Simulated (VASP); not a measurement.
# W (Im-3m) in VASP: a series of runs

The runs below take W through single point, relaxation of cell and atoms, with PBEsol.

Program: VASP 6.6.1. These are calculated values, not measurements. Logs are shortened: lines on timing, memory, paths and dates and some standing lists are left out, and cuts for length are marked.

### 1 The cell of the first run

It takes space group Im-3m (No. 229, cubic). Conventional cell: a = 3.155 Å, b = 3.155 Å, c = 3.155 Å, α = 90.00°, β = 90.00°, γ = 90.00°. W (site symmetry m-3m) has 14 W at 2.73 to 3.15 Å within 3.6 Å.

### 2 Single point, PBEsol

Input file INCAR:

```
SYSTEM = W
PREC = Accurate
ENCUT = 500
EDIFF = 1E-6
ISMEAR = -1
SIGMA = 0.05
LREAL = .FALSE.
LASPH = .TRUE.
NELM = 120
ALGO = Normal
ISIF = 2
LWAVE = .FALSE.
LCHARG = .TRUE.
GGA = PS
LELF = .TRUE.
LVHAR = .TRUE.
NBANDS = 13
GGA_COMPAT = .FALSE.
```

Input file KPOINTS:

```
Automatic mesh
0
G
  11 11 11
  0 0 0
```

Input file POSCAR:

```
W
1.0
   -1.5773356305      1.5773356305      1.5773356305
    1.5773356305     -1.5773356305      1.5773356305
    1.5773356305      1.5773356305     -1.5773356305
W
1
Direct
    0.0000000000      0.0000000000      0.0000000000
```

Potentials or basis: VASP PAW PBE potentials, release 64 (W_sv).

The run is started by

```
> cat potpaw_PBE.64/W_sv/POTCAR > POTCAR
> mpirun -np 1 vasp_std > vasp.out
```

OUTCAR:

```text
SYSTEM = W
   PREC = Accurate
   ENCUT = 500
   EDIFF = 1E-6
   ISMEAR = -1
   LREAL = .FALSE.
   LASPH = .TRUE.
   NELM = 120
   ISIF = 2
   GGA = PS

 ion  position               nearest neighbor table
   1  0.000  0.000  0.000-

  LATTYP: Found a body centered cubic cell.
 ALAT       =     3.1546712610

  Lattice vectors:

 A1 = (  -1.5773356305,   1.5773356305,   1.5773356305)
 A2 = (   1.5773356305,  -1.5773356305,   1.5773356305)
 A3 = (   1.5773356305,   1.5773356305,  -1.5773356305)

Analysis of symmetry for initial positions (statically):
=====================================================================
 Subroutine PRICEL returns:
 Original cell was already a primitive cell.

 Routine SETGRP: Setting up the symmetry group for a
 body centered cubic supercell.

 Subroutine GETGRP returns: Found 48 space group operations
 (whereof 48 operations were pure point group operations)
 out of a pool of 48 trial point group operations.

The static configuration has the point symmetry O_h .

Analysis of symmetry for dynamics (positions and initial velocities):
=====================================================================
 Subroutine PRICEL returns:
 Original cell was already a primitive cell.

 Routine SETGRP: Setting up the symmetry group for a
 body centered cubic supercell.

 Subroutine GETGRP returns: Found 48 space group operations
 (whereof 48 operations were pure point group operations)
 out of a pool of 48 trial point group operations.

The dynamic configuration has the point symmetry O_h .

 Subroutine INISYM returns: Found 48 space group operations
 (whereof 48 operations are pure point group operations),
 and found     1 'primitive' translations

----------------------------------------------------------------------------------------

                                     Primitive cell

  volume of cell :      15.6976

  direct lattice vectors                    reciprocal lattice vectors
    -1.577335630  1.577335630  1.577335630     0.000000000  0.316990240  0.316990240
     1.577335630 -1.577335630  1.577335630     0.316990240  0.000000000  0.316990240
     1.577335630  1.577335630 -1.577335630     0.316990240  0.316990240  0.000000000

  length of vectors
     2.732025453  2.732025453  2.732025453     0.448291896  0.448291896  0.448291896

  position of ions in fractional coordinates (direct lattice)
     0.000000000  0.000000000  0.000000000

[... 81 lines left out ...]
   ISIF   =      2    stress and relaxation
   ISYM   =      2    0-nonsym 1-usesym 2-fastsym
   POTIM  = 0.5000    time-step for ionic-motion
   TEBEG  =    0.0;   TEEND  =   0.0 temperature during run
   PSTRESS=    0.0 pullay stress
   NELECT =      14.0000    total number of electrons
   NUPDOWN=      -1.0000    fix difference up-down
   EMIN   =  10.00;   EMAX   =-10.00  energy-range for DOS
   EFERMI =   0.00;   METHOD = LEGACY
   ISMEAR =    -1;   SIGMA  =   0.05  broadening in eV -4-tet -1-fermi 0-gaus
   EFERMI_NEDOS =   21; number of points for ismear=-14 and -15
   IALGO  =     38    algorithm
   IMIX   =      4    mixing-type and parameters
     AMIX     =   0.40;   BMIX     =  1.00
     AMIX_MAG =   1.60;   BMIX_MAG =  1.00
  volume/ion in A,a.u.               =      15.70       105.93
  Fermi-wavevector in a.u.,A,eV,Ry     =   1.575820  2.977869 33.786124  2.483210
  Thomas-Fermi vector in A             =   2.676747
   LORBIT       =      0    0 simple, 1 ext, 2 COOP (PROOUT), +10 PAW based schemes
   GGA     = PS    functional components
   LHFCALC =     F    Hartree Fock is set to
   AEXX    =    0.0000 exact exchange contribution
   IVDW    =     0    specifies the selected vdW correction
   LEPSILON=     F    determine dielectric tensor
   LRPA    =     F    only Hartree local field effects (RPA)
 non-spin polarized calculation
  energy-cutoff  :      500.00
  volume of cell :       15.70
 maximum number of plane-waves:       410
   NGX =  9   NGY =  9   NGZ =  9

 number of electron      14.0000005 magnetization

 Free energy of the ion-electron system (eV)
  ---------------------------------------------------
  ext. energy  EPLUGINS =         0.00000000
  ---------------------------------------------------
  free energy    TOTEN  =       -13.78589376 eV

  energy without entropy =      -13.77939654  energy(sigma->0) =      -13.78264515

 E-fermi :  11.4208     XC(G=0): -13.8156

 val. band max:       11.3929632631   @ k =   0.0909   0.0909   0.0000
 cond. band min:      11.4469573183   @ k =   0.4545   0.0909   0.0000
 fundamental gap:      0.0539940551
 Fermi energy:        11.4208113148

 k-point     1 :       0.0000    0.0000    0.0000
  band No.  band energies     occupation
      1     -62.7102      2.00000
      2     -26.2539      2.00000
      3     -26.2539      2.00000
      4     -26.2539      2.00000
      5       1.7088      2.00000
      6      10.1694      2.00000
      7      10.1694      2.00000
      8      10.1694      2.00000
      9      13.6777      0.00000
     10      13.6777      0.00000
     11      25.9794      0.00000
     12      25.9794      0.00000
     13      25.9794      0.00000
[... 354 lines left out ...]
  band No.  band energies     occupation
      1     -62.5627      2.00000
      2     -27.3574      2.00000
      3     -26.8641      2.00000
      4     -26.4741      2.00000
      5       6.7135      2.00000
      6       7.8925      2.00000
      7      10.0349      2.00000
      8      14.1169      0.00000
      9      14.6776      0.00000
     10      20.0311      0.00000
     11      20.6114      0.00000
     12      24.4641      0.00000
     13      26.4245      0.00000

 [... further k-points ...]

------------------------ aborting loop because EDIFF is reached ----------------------------------------

  FORCE on cell =-STRESS in cart. coord.  units (eV):
  Direction    XX          YY          ZZ          XY          YZ          ZX
  --------------------------------------------------------------------------------------
  -------------------------------------------------------------------------------------
  Total        0.0683527      0.0683527      0.0683527      0.0000000      0.0000000     -0.0000000
  in kB        6.9764399      6.9764399      6.9764399      0.0000000      0.0000000     -0.0000000
  external PRESSURE =       6.9764399 kB  Pullay stress =       0.0000000 kB

 VOLUME and BASIS-vectors are now :
 -----------------------------------------------------------------------------
  energy-cutoff  :      500.00
  volume of cell :       15.70
      direct lattice vectors                 reciprocal lattice vectors
    -1.577335630  1.577335630  1.577335630     0.000000000  0.316990240  0.316990240
     1.577335630 -1.577335630  1.577335630     0.316990240  0.000000000  0.316990240
     1.577335630  1.577335630 -1.577335630     0.316990240  0.316990240  0.000000000

 POSITION                                       TOTAL-FORCE (eV/Angst)
 -----------------------------------------------------------------------------------
      0.00000      0.00000      0.00000        -0.000000     -0.000000      0.000000
 -----------------------------------------------------------------------------------
    total drift:                                0.000000     -0.000000      0.000000

  FREE ENERGIE OF THE ION-ELECTRON SYSTEM (eV)
  ---------------------------------------------------
  free  energy   TOTEN  =       -13.7858937576 eV

  energy  without entropy=      -13.7793965422  energy(sigma->0) =      -13.78264515
```

OSZICAR:

```text
N       E                     dE             d eps       ncg     rms          rms(c)
DAV:   1     0.825799047845E+02    0.82580E+02   -0.72472E+03  1464   0.120E+03
DAV:   2    -0.127668170646E+02   -0.95347E+02   -0.91345E+02  1641   0.312E+02
DAV:   3    -0.144682354098E+02   -0.17014E+01   -0.16971E+01  1606   0.400E+01
DAV:   4    -0.144748440309E+02   -0.66086E-02   -0.66081E-02  1611   0.277E+00
DAV:   5    -0.144748974342E+02   -0.53403E-04   -0.53405E-04  1631   0.235E-01    0.220E+01
DAV:   6    -0.139328605096E+02    0.54204E+00   -0.43235E-01  1521   0.874E+00    0.881E+00
DAV:   7    -0.137910138708E+02    0.14185E+00   -0.21725E-01  1581   0.585E+00    0.593E-01
DAV:   8    -0.137859513760E+02    0.50625E-02   -0.47125E-03  1491   0.925E-01    0.756E-02
DAV:   9    -0.137858947307E+02    0.56645E-04   -0.90603E-05  1686   0.114E-01    0.378E-02
DAV:  10    -0.137858937576E+02    0.97314E-06   -0.88282E-06  1531   0.407E-02
   1 F= -.13785894E+02 E0= -.13782645E+02  d E =-.649722E-02
```

It took 12 s on 1 thread of Intel Xeon Platinum 8488C (Sapphire Rapids), shared host; peak memory 0.13 GiB.

Results:

- Free energy: -13.7859 eV
- Pressure: 0.7 GPa
- Band gap on the k mesh: zero (bands 7 and 8 overlap by 5.63 eV)

Caveat: the PAW data sets were made with another functional, which shifts forces and pressure a little; spin-orbit coupling is left out, which moves the levels of the heavy elements.

### 3 Relaxation of cell and atoms, PBEsol

This run uses another cell than the first one, of 15.85 Å³/atom.

Input file INCAR:

```
SYSTEM = W
PREC = Accurate
ENCUT = 500
EDIFF = 1E-7
ISMEAR = -1
SIGMA = 0.05
LREAL = .False.
LASPH = .True.
NELM = 120
ALGO = Normal
ISIF = 3
LWAVE = .False.
LCHARG = .False.
GGA = PS
IBRION = 2
NSW = 80
EDIFFG = -0.01
GGA_COMPAT = .False.
NELMIN = 4
```

Input file KPOINTS:

```
Automatic mesh
0
Gamma
  11 11 11
  0 0 0
```

Input file POSCAR:

```
W
1.0
   -1.5823450000      1.5823450000      1.5823450000
    1.5823450000     -1.5823450000      1.5823450000
    1.5823450000      1.5823450000     -1.5823450000
W
1
Direct
    0.0000000000      0.0000000000      0.0000000000
```

Potentials or basis: VASP PAW PBE potentials, release 64 (W_sv).

The run is started by

```
> cat potpaw_PBE.64/W_sv/POTCAR > POTCAR
> mpirun -np 1 vasp_std > vasp.out
```

OUTCAR:

```text
SYSTEM = W
   PREC = Accurate
   ENCUT = 500
   EDIFF = 1E-7
   ISMEAR = -1
   LREAL = .False.
   LASPH = .True.
   NELM = 120
   ISIF = 3
   GGA = PS
   IBRION = 2
   NSW = 80
   EDIFFG = -0.01
   NELMIN = 4

 ion  position               nearest neighbor table
   1  0.000  0.000  0.000-

  LATTYP: Found a body centered cubic cell.
 ALAT       =     3.1646900000

  Lattice vectors:

 A1 = (  -1.5823450000,   1.5823450000,   1.5823450000)
 A2 = (   1.5823450000,  -1.5823450000,   1.5823450000)
 A3 = (   1.5823450000,   1.5823450000,  -1.5823450000)

Analysis of symmetry for initial positions (statically):
=====================================================================
 Subroutine PRICEL returns:
 Original cell was already a primitive cell.

 Routine SETGRP: Setting up the symmetry group for a
 body centered cubic supercell.

 Subroutine GETGRP returns: Found 48 space group operations
 (whereof 48 operations were pure point group operations)
 out of a pool of 48 trial point group operations.

The static configuration has the point symmetry O_h .

[... 168 lines left out ...]
  external PRESSURE =     -23.2351740 kB  Pullay stress =       0.0000000 kB
[... 57 lines left out ...]
--------------------------------------- Ionic step        3  -------------------------------------------

 number of electron      14.0000004 magnetization

 Free energy of the ion-electron system (eV)
  ---------------------------------------------------
  ext. energy  EPLUGINS =         0.00000000
  ---------------------------------------------------
  free energy    TOTEN  =       -13.78606886 eV

  energy without entropy =      -13.77955287  energy(sigma->0) =      -13.78281087

 E-fermi :  11.3881     XC(G=0): -13.8032

 val. band max:       11.3609210662   @ k =   0.0909   0.0909   0.0000
 cond. band min:      11.4099761137   @ k =   0.4545   0.0909   0.0000
 fundamental gap:      0.0490550475
 Fermi energy:        11.3881006423

 k-point     1 :       0.0000    0.0000    0.0000
  band No.  band energies     occupation
      1     -62.7453      2.00000
      2     -26.2923      2.00000
      3     -26.2923      2.00000
      4     -26.2923      2.00000
      5       1.6892      2.00000
      6      10.1411      2.00000
      7      10.1411      2.00000
      8      10.1411      2.00000
      9      13.6404      0.00000
     10      13.6404      0.00000
     11      25.9426      0.00000
[... 309 lines left out ...]
 k-point    24 :       0.3636    0.1818    0.0909
  band No.  band energies     occupation
      1     -62.5993      2.00000
      2     -27.3878      2.00000
      3     -26.8981      2.00000
      4     -26.5109      2.00000
      5       6.6917      2.00000
      6       7.8692      2.00000
      7      10.0019      2.00000
      8      14.0768      0.00000
      9      14.6355      0.00000
     10      19.9729      0.00000
     11      20.5547      0.00000

 [... further k-points ...]

------------------------ aborting loop because EDIFF is reached ----------------------------------------

  FORCE on cell =-STRESS in cart. coord.  units (eV):
  Direction    XX          YY          ZZ          XY          YZ          ZX
  --------------------------------------------------------------------------------------
  -------------------------------------------------------------------------------------
  Total       -0.0025030     -0.0025030     -0.0025030      0.0000000     -0.0000000      0.0000000
  in kB       -0.2549091     -0.2549091     -0.2549091      0.0000000     -0.0000000      0.0000000
  external PRESSURE =      -0.2549091 kB  Pullay stress =       0.0000000 kB
[... 16 lines left out ...]
  FREE ENERGIE OF THE ION-ELECTRON SYSTEM (eV)
  ---------------------------------------------------
  free  energy   TOTEN  =       -13.7860688630 eV

  energy  without entropy=      -13.7795528735  energy(sigma->0) =      -13.78281087

 reached required accuracy - stopping structural energy minimisation
```

OSZICAR:

```text
N       E                     dE             d eps       ncg     rms          rms(c)
DAV:   1     0.748039501353E+02    0.74804E+02   -0.78085E+03  1232   0.143E+03
DAV:   2    -0.129834708056E+02   -0.87787E+02   -0.85206E+02  1325   0.334E+02
DAV:   3    -0.144756551333E+02   -0.14922E+01   -0.14805E+01  1398   0.426E+01
DAV:   4    -0.144832656685E+02   -0.76105E-02   -0.76100E-02  1310   0.332E+00
[... 22 lines left out ...]
DAV:   3    -0.137859128661E+02    0.12943E-01   -0.36346E-02  1294   0.254E+00    0.669E-01
DAV:   4    -0.137861076057E+02   -0.19474E-03   -0.88206E-04  1276   0.393E-01    0.160E-01
DAV:   5    -0.137860689920E+02    0.38614E-04   -0.13848E-04  1319   0.155E-01    0.779E-03
DAV:   6    -0.137860688680E+02    0.12401E-06   -0.10303E-06  1313   0.145E-02    0.199E-03
DAV:   7    -0.137860688630E+02    0.50175E-08   -0.81516E-08   738   0.412E-03
   3 F= -.13786069E+02 E0= -.13782811E+02  d E =-.854370E-03
```

Run time: 18 s. Hardware: 1 thread of Intel Xeon Platinum 8488C (Sapphire Rapids), shared host; peak memory 0.13 GiB.

What came out:

- Free energy: -13.7861 eV
- Relaxed volume: 15.73 Å³/atom
- Relaxed cell: a = 2.734 Å, b = 2.734 Å, c = 2.734 Å, α = 109.47°, β = 109.47°, γ = 109.47°
- Space group after relaxing (to 0.1 Å): Im-3m (No. 229)
- Energy gained by relaxing: 0.9 meV/atom
- Ionic steps: 3
- Pressure after relaxing: 0.0 GPa
- Band gap on the k mesh: zero (bands 7 and 8 overlap by 5.61 eV)

The path:
```
step  energy change (eV)  largest force (eV/Å)  pressure (GPa)  volume (Å³)
   1              0.0000                0.0000           -2.32        15.85
   2              0.0100                0.0000            8.82        15.33
   3             -0.0009                0.0000           -0.03        15.73
```

Final structure:
```
W
1.0
    -1.57849    1.57849    1.57849
     1.57849   -1.57849    1.57849
     1.57849    1.57849   -1.57849
W
1
Direct
  0.00000 0.00000 0.00000
```

Caveat: the PAW data sets were made with another functional, which shifts forces and pressure a little; spin-orbit coupling is left out, which moves the levels of the heavy elements.
